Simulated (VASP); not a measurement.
# Rb (P6_3/mmc) in VASP: further runs

Runs on Rb. Level: r2SCAN. Tasks: single point.

Everything below comes from runs of VASP 6.6.1. Logs are shortened: lines on timing, memory, paths and dates and some standing lists are left out, and cuts for length are marked.

## Step 1: The cell of the first run

The structure is hexagonal, space group P6_3/mmc (No. 194). The conventional cell has a = 5.190 Å, b = 5.190 Å, c = 8.341 Å, α = 90.00°, β = 90.00°, γ = 120.00°.

This isn't the form of Rb at room conditions, which is bcc.

## Step 2: Single point, r2SCAN (biaxial strain in the a-b plane: +2.0 %)

The input, POSCAR:

```
Rb
1.0
    5.1899711155      0.0000000000      0.0000000000
   -2.5949855578      4.4946468309      0.0000000000
    0.0000000000      0.0000000000      8.3407532842
Rb
2
Direct
    0.3333333333      0.6666666667      0.2500000000
    0.6666666667      0.3333333333      0.7500000000
```

The input, INCAR.step1:

```
SYSTEM = Rb
PREC     = Accurate       ! precision mode
ENCUT    = 520            ! plane-wave cutoff, eV
ISMEAR   = 0              ! smearing method
SIGMA    = 0.1            ! smearing width, eV
LREAL    = .FALSE.        ! projectors in reciprocal space
LASPH    = .TRUE.         ! aspherical terms in the spheres
NELM     = 100            ! most SCF steps
NBANDS   = 16             ! bands
GGA      = PE             ! functional
ALGO     = Normal         ! electronic algorithm
EDIFF    = 1E-4           ! SCF threshold, eV
LWAVE    = .TRUE.         ! write WAVECAR
LCHARG   = .FALSE.        ! write CHGCAR
```

The input, INCAR.step2:

```
SYSTEM = Rb
PREC     = Accurate       ! precision mode
ENCUT    = 520            ! plane-wave cutoff, eV
EDIFF    = 1E-7           ! SCF threshold, eV
ISMEAR   = 0              ! smearing method
SIGMA    = 0.1            ! smearing width, eV
LREAL    = .FALSE.        ! projectors in reciprocal space
LASPH    = .TRUE.         ! aspherical terms in the spheres
NELM     = 100            ! most SCF steps
ALGO     = Normal         ! electronic algorithm
ISIF     = 2              ! what is computed and relaxed
LWAVE    = .FALSE.        ! write WAVECAR
LCHARG   = .FALSE.        ! write CHGCAR
METAGGA  = R2SCAN         ! meta-GGA
LMIXTAU  = .TRUE.       
NBANDS   = 16             ! bands
ISTART   = 1
```

The input, KPOINTS:

```
Automatic mesh
0
G
  9 9 6
  0 0 0
```

Potentials or basis: VASP PAW PBE potentials, release 64 (Rb_sv).

On the command line:

```console
> cat potpaw_PBE.64/Rb_sv/POTCAR > POTCAR
> cp INCAR.step1 INCAR
> mpirun -np 1 vasp_std > vasp.out
> cp INCAR.step2 INCAR
> mpirun -np 1 vasp_std > vasp.out
```

OUTCAR:

```text
SYSTEM = Rb
   PREC = Accurate
   ENCUT = 520
   EDIFF = 1E-7
   ISMEAR = 0
   LREAL = .FALSE.
   LASPH = .TRUE.
   NELM = 100
   ISIF = 2
   METAGGA = R2SCAN
   ISTART = 1

 ion  position               nearest neighbor table
   1  0.333  0.667  0.250-   2 5.14   2 5.14   2 5.14   2 5.14   2 5.14   2 5.14
   2  0.667  0.333  0.750-   1 5.14   1 5.14   1 5.14   1 5.14   1 5.14   1 5.14

  LATTYP: Found a hexagonal cell.
 ALAT       =     5.1899711155
 C/A-ratio  =     1.6070905018

  Lattice vectors:

 A1 = (   5.1899711155,   0.0000000000,   0.0000000000)
 A2 = (  -2.5949855578,   4.4946468309,   0.0000000000)
 A3 = (   0.0000000000,   0.0000000000,   8.3407532842)

Analysis of symmetry for initial positions (statically):
=====================================================================
 Subroutine PRICEL returns:
 Original cell was already a primitive cell.

 Routine SETGRP: Setting up the symmetry group for a
 hexagonal supercell.

 Subroutine GETGRP returns: Found 24 space group operations
 (whereof 12 operations were pure point group operations)
 out of a pool of 24 trial point group operations.

The static configuration has the point symmetry D_3d.
 The point group associated with its full space group is D_6h.

Analysis of symmetry for dynamics (positions and initial velocities):
=====================================================================
 Subroutine PRICEL returns:
 Original cell was already a primitive cell.

 Routine SETGRP: Setting up the symmetry group for a
 hexagonal supercell.

 Subroutine GETGRP returns: Found 24 space group operations
 (whereof 12 operations were pure point group operations)
 out of a pool of 24 trial point group operations.

The dynamic configuration has the point symmetry D_3d.
 The point group associated with its full space group is D_6h.

 Subroutine INISYM returns: Found 24 space group operations
 (whereof 12 operations are pure point group operations),
 and found     1 'primitive' translations

----------------------------------------------------------------------------------------

                                     Primitive cell

  volume of cell :     194.5655

  direct lattice vectors                    reciprocal lattice vectors
     5.189971115  0.000000000  0.000000000     0.192679300  0.111243446  0.000000000
    -2.594985558  4.494646831  0.000000000     0.000000000  0.222486891  0.000000000
     0.000000000  0.000000000  8.340753284     0.000000000  0.000000000  0.119893248

  length of vectors
     5.189971115  5.189971115  8.340753284     0.222486891  0.222486891  0.119893248

  position of ions in fractional coordinates (direct lattice)
     0.333333333  0.666666667  0.250000000
     0.666666667  0.333333333  0.750000000

  ion indices of the primitive-cell ions
   primitive index   ion index
                 1           1
                 2           2

----------------------------------------------------------------------------------------

 KPOINTS: Automatic mesh

Automatic generation of k-mesh.
 Grid dimensions read from file:
 generate k-points for:    9    9    6

 Generating k-lattice:

  Cartesian coordinates                     Fractional coordinates (reciprocal lattice)
     0.021408811  0.012360383  0.000000000     0.111111111  0.000000000  0.000000000
     0.000000000  0.024720766  0.000000000     0.000000000  0.111111111  0.000000000
     0.000000000  0.000000000  0.019982208     0.000000000  0.000000000  0.166666667

  Length of vectors
     0.024720766  0.024720766  0.019982208

  Shift w.r.t. Gamma in fractional coordinates (k-lattice)
     0.000000000  0.000000000  0.000000000

 Subroutine IBZKPT returns following result:
 ===========================================

 Found     48 irreducible k-points:

 Following reciprocal coordinates:
            Coordinates               Weight
  0.000000  0.000000  0.000000      1.000000
  0.111111 -0.000000  0.000000      6.000000
  0.222222  0.000000  0.000000      6.000000
  0.333333  0.000000  0.000000      6.000000
  0.444444  0.000000  0.000000      6.000000
  0.111111  0.111111  0.000000      6.000000
[... 16 lines left out ...]
  0.333333  0.222222  0.166667     24.000000
  0.333333  0.333333  0.166667      4.000000
 [... further k-points ...]
   k-points           NKPTS =     48   k-points in BZ     NKDIM =     48   number of bands    NBANDS=     16
   number of dos      NEDOS =    301   number of ions     NIONS =      2
   total plane-waves  NPLWV = 102400
   dimension x,y,z NGX =    40 NGY =   40 NGZ =   64
   dimension x,y,z NGXF=    80 NGYF=   80 NGZF=  128
   ions per type =               2
   NGX,Y,Z   is equivalent  to a cutoff of  12.81, 12.81, 12.76 a.u.
   NGXF,Y,Z  is equivalent  to a cutoff of  25.63, 25.63, 25.51 a.u.
 SYSTEM =  Rb
   PREC   = accura    normal or accurate (medium, high low for compatibility)
   ISTART =      1    job   : 0-new  1-cont  2-samecut
   ICHARG =      0    charge: 1-file 2-atom 10-const
   ISPIN  =      1    spin polarized calculation?
   LNONCOLLINEAR =      F non collinear calculations
   LSORBIT =      F    spin-orbit coupling
   LASPH  =      T    aspherical Exc in radial PAW
   ENCUT  =  520.0 eV  38.22 Ry    6.18 a.u.   9.65  9.65 15.51*2*pi/ulx,y,z
   NELM   =    100;   NELMIN=  2; NELMDL=  0     # of ELM steps
   EDIFF  = 0.1E-06   stopping-criterion for ELM
   LREAL  =      F    real-space projection
   EDIFFG = 0.1E-05   stopping-criterion for IOM
   NSW    =      0    number of steps for IOM
   IBRION =     -1    ionic relax: 0-MD 1-quasi-New 2-CG
   NFREE  =      0    steps in history (QN), initial steepest desc. (CG)
   ISIF   =      2    stress and relaxation
   ISYM   =      2    0-nonsym 1-usesym 2-fastsym
   POTIM  = 0.5000    time-step for ionic-motion
   TEBEG  =    0.0;   TEEND  =   0.0 temperature during run
   PSTRESS=    0.0 pullay stress
   NELECT =      18.0000    total number of electrons
   NUPDOWN=      -1.0000    fix difference up-down
   EMIN   =  10.00;   EMAX   =-10.00  energy-range for DOS
   EFERMI =   0.00;   METHOD = LEGACY
   ISMEAR =     0;   SIGMA  =   0.10  broadening in eV -4-tet -1-fermi 0-gaus
   EFERMI_NEDOS =   21; number of points for ismear=-14 and -15
   IALGO  =     38    algorithm
   IMIX   =      4    mixing-type and parameters
     AMIX     =   0.40;   BMIX     =  1.00
     AMIX_MAG =   1.60;   BMIX_MAG =  1.00
  volume/ion in A,a.u.               =      97.28       656.50
  Fermi-wavevector in a.u.,A,eV,Ry     =   0.740418  1.399187  7.458973  0.548219
  Thomas-Fermi vector in A             =   1.834816
   LORBIT       =      0    0 simple, 1 ext, 2 COOP (PROOUT), +10 PAW based schemes
   METAGGA = R2SCAN    functional components
   LHFCALC =     F    Hartree Fock is set to
   AEXX    =    0.0000 exact exchange contribution
   IVDW    =     0    specifies the selected vdW correction
   LEPSILON=     F    determine dielectric tensor
   LRPA    =     F    only Hartree local field effects (RPA)
 non-spin polarized calculation
 Gauss-broadening in eV      SIGMA  =   0.10
  energy-cutoff  :      520.00
  volume of cell :      194.57
 maximum number of plane-waves:      5276
 NGX is ok and might be reduce to    40
   NGX = 19   NGY = 19   NGZ = 31

 number of electron      18.0000000 magnetization

 Free energy of the ion-electron system (eV)
  ---------------------------------------------------
  ext. energy  EPLUGINS =         0.00000000
  ---------------------------------------------------
  free energy    TOTEN  =       -27.83729194 eV

  energy without entropy =      -27.82677476  energy(sigma->0) =      -27.83203335

 E-fermi :  -0.0566     XC(G=0):  -5.5633

 val. band max:       -0.0575612274   @ k =   0.3333   0.1111   0.5000
 cond. band min:      -0.0348472075   @ k =   0.3333   0.2222   0.0000
 fundamental gap:      0.0227140199
 Fermi energy:        -0.0566134285

 k-point     1 :       0.0000    0.0000    0.0000
  band No.  band energies     occupation
      1     -30.1860      2.00000
      2     -30.1827      2.00000
      3     -13.7613      2.00000
      4     -13.6928      2.00000
      5     -13.6928      2.00000
      6     -13.6813      2.00000
[... 8 lines left out ...]
     15       4.1372      0.00000
     16       4.1372      0.00000

 k-point     2 :       0.1111   -0.0000    0.0000
  band No.  band energies     occupation
      1     -30.1856      2.00000
      2     -30.1826      2.00000
      3     -13.7582      2.00000
      4     -13.6993      2.00000
      5     -13.6949      2.00000
      6     -13.6881      2.00000
[... 8 lines left out ...]
     15       4.1431      0.00000
     16       4.2173      0.00000

 k-point     3 :       0.2222    0.0000    0.0000
  band No.  band energies     occupation
      1     -30.1848      2.00000
      2     -30.1823      2.00000
      3     -13.7497      2.00000
      4     -13.7159      2.00000
      5     -13.7048      2.00000
      6     -13.7001      2.00000
[... 8 lines left out ...]
     15       3.9545      0.00000
     16       4.0470      0.00000

 k-point     4 :       0.3333    0.0000    0.0000
  band No.  band energies     occupation
      1     -30.1839      2.00000
      2     -30.1820      2.00000
      3     -13.7382      2.00000
      4     -13.7351      2.00000
      5     -13.7232      2.00000
      6     -13.7058      2.00000
[... 8 lines left out ...]
     15       3.7655      0.00000
     16       4.2365      0.00000
[... 324 lines left out ...]
 k-point    22 :       0.2222    0.2222    0.1667
  band No.  band energies     occupation
      1     -30.1833      2.00000
      2     -30.1820      2.00000
      3     -13.7402      2.00000
      4     -13.7347      2.00000
      5     -13.7197      2.00000
      6     -13.7126      2.00000
[... 8 lines left out ...]
     15       2.7772      0.00000
     16       4.2281      0.00000

 k-point    23 :       0.3333    0.2222    0.1667
  band No.  band energies     occupation
      1     -30.1827      2.00000
      2     -30.1820      2.00000
      3     -13.7433      2.00000
      4     -13.7357      2.00000
      5     -13.7236      2.00000
      6     -13.7130      2.00000
[... 8 lines left out ...]
     15       2.8527      0.00000
     16       3.9113      0.00000

 k-point    24 :       0.3333    0.3333    0.1667
  band No.  band energies     occupation
      1     -30.1822      2.00000
      2     -30.1822      2.00000
      3     -13.7366      2.00000
      4     -13.7329      2.00000
      5     -13.7329      2.00000
      6     -13.7151      2.00000
[... 8 lines left out ...]
     15       3.0268      0.00000
     16       4.0691      0.00000

 [... further k-points ...]
[... 5 lines left out ...]
  --------------------------------------------------------------------------------------
  -------------------------------------------------------------------------------------
  Total       -0.1076158     -0.1076158      0.0473681      0.0000000     -0.0000000      0.0000000
  in kB       -0.8861779     -0.8861779      0.3900591      0.0000000     -0.0000000      0.0000000
  external PRESSURE =      -0.4607656 kB  Pullay stress =       0.0000000 kB

 VOLUME and BASIS-vectors are now :
 -----------------------------------------------------------------------------
  energy-cutoff  :      520.00
  volume of cell :      194.57
      direct lattice vectors                 reciprocal lattice vectors
     5.189971115  0.000000000  0.000000000     0.192679300  0.111243446  0.000000000
    -2.594985558  4.494646831  0.000000000     0.000000000  0.222486891  0.000000000
     0.000000000  0.000000000  8.340753284     0.000000000  0.000000000  0.119893248

 POSITION                                       TOTAL-FORCE (eV/Angst)
 -----------------------------------------------------------------------------------
     -0.00000      2.99643      2.08519         0.000000     -0.000000      0.000000
      2.59499      1.49822      6.25556        -0.000000      0.000000      0.000000
 -----------------------------------------------------------------------------------
    total drift:                                0.000000     -0.000000      0.000000

  FREE ENERGIE OF THE ION-ELECTRON SYSTEM (eV)
  ---------------------------------------------------
  free  energy   TOTEN  =       -27.8372919350 eV

  energy  without entropy=      -27.8267747554  energy(sigma->0) =      -27.83203335
```

Wall time 14 min (1 thread of Intel Xeon 6975P-C (Granite Rapids), shared host); peak memory 0.41 GiB.

Results:

```yaml
Free_energy: -27.8373 eV
Pressure: 0.0 GPa
Band_gap_on_the_k_mesh: zero (bands 9 and 10 overlap by 2.36 eV)
```

Levels at points of the mesh, in eV from the Fermi level:
| k point | band 6 | band 7 | band 8 | band 9 | band 10 | band 11 | band 12 | band 13 |
| --- | --- | --- | --- | --- | --- | --- | --- | --- |
| (0.00, 0.00, 0.00) | -13.62 | -13.62 | -13.62 | -2.03 | 0.28 | 0.57 | 3.74 | 3.74 |
| (0.00, 0.00, 0.50) | -13.63 | -13.63 | -13.63 | -1.34 | -1.34 | 2.53 | 2.53 | 3.79 |

Caveat: the cell differs from its parent crystal (biaxial strain in the a-b plane: +2.0 %); the PAW data sets were made with another functional, which shifts forces and pressure a little.

## Step 3: Single point, r2SCAN (biaxial strain in the a-b plane: +2.0 %, then relaxed in part)

Changes to POSCAR since step 2:

```diff
@@ -4,3 +4,3 @@
    -2.5949855578      4.4946468309      0.0000000000
-    0.0000000000      0.0000000000      8.3407532842
+    0.0000000000      0.0000000000      8.3993381523
 Rb
```

The input, INCAR.step1:

```
SYSTEM = Rb
  PREC = Accurate
  ENCUT = 520
  ISMEAR = 0
  SIGMA = 0.1
  LREAL = .FALSE.
  LASPH = .TRUE.
  NELM = 100
  NBANDS = 16
  GGA = PE
  ALGO = Normal
  EDIFF = 1E-4
  LWAVE = .TRUE.
  LCHARG = .FALSE.
```

The input, INCAR.step2:

```
SYSTEM = Rb
  PREC = Accurate
  ENCUT = 520
  EDIFF = 1E-7
  ISMEAR = 0
  SIGMA = 0.1
  LREAL = .FALSE.
  LASPH = .TRUE.
  NELM = 100
  ALGO = Normal
  ISIF = 2
  LWAVE = .FALSE.
  LCHARG = .FALSE.
  METAGGA = R2SCAN
  LMIXTAU = .TRUE.
  NBANDS = 16
  ISTART = 1
```

The input, KPOINTS:

```
regular mesh
0
G
  9 9 6
  0 0 0
```

Potentials or basis: VASP PAW PBE potentials, release 64 (Rb_sv).

On the command line:

```console
> cat potpaw_PBE.64/Rb_sv/POTCAR > POTCAR
> cp INCAR.step1 INCAR
> mpirun -np 1 vasp_std > vasp.out
> cp INCAR.step2 INCAR
> mpirun -np 1 vasp_std > vasp.out
```

Run time: 8.2 min. Hardware: 1 thread of Intel Xeon 6975P-C (Granite Rapids), shared host; peak memory 0.41 GiB.

Results (log left out):

| Property | Result |
| --- | --- |
| Free energy | -27.8375 eV |
| Pressure | -0.1 GPa |
| Band gap on the k mesh | zero (bands 9 and 10 overlap by 2.37 eV) |

Stress tensor (GPa, compression positive):
```
-0.10  0.00  0.00
 0.00 -0.10  0.00
 0.00  0.00  0.00
```

Levels at points of the mesh, in eV from the Fermi level:
| k point | band 7 | band 8 | band 9 | band 10 | band 11 | band 12 |
| --- | --- | --- | --- | --- | --- | --- |
| (0.00, 0.00, 0.00) | -13.63 | -13.63 | -2.02 | 0.27 | 0.54 | 3.75 |
| (0.00, 0.00, 0.50) | -13.63 | -13.63 | -1.34 | -1.34 | 2.50 | 2.50 |

Caveat: the cell differs from its parent crystal (biaxial strain in the a-b plane: +2.0 %, then relaxed in part); the PAW data sets were made with another functional, which shifts forces and pressure a little.

(Part 1 of 2 ends here.)
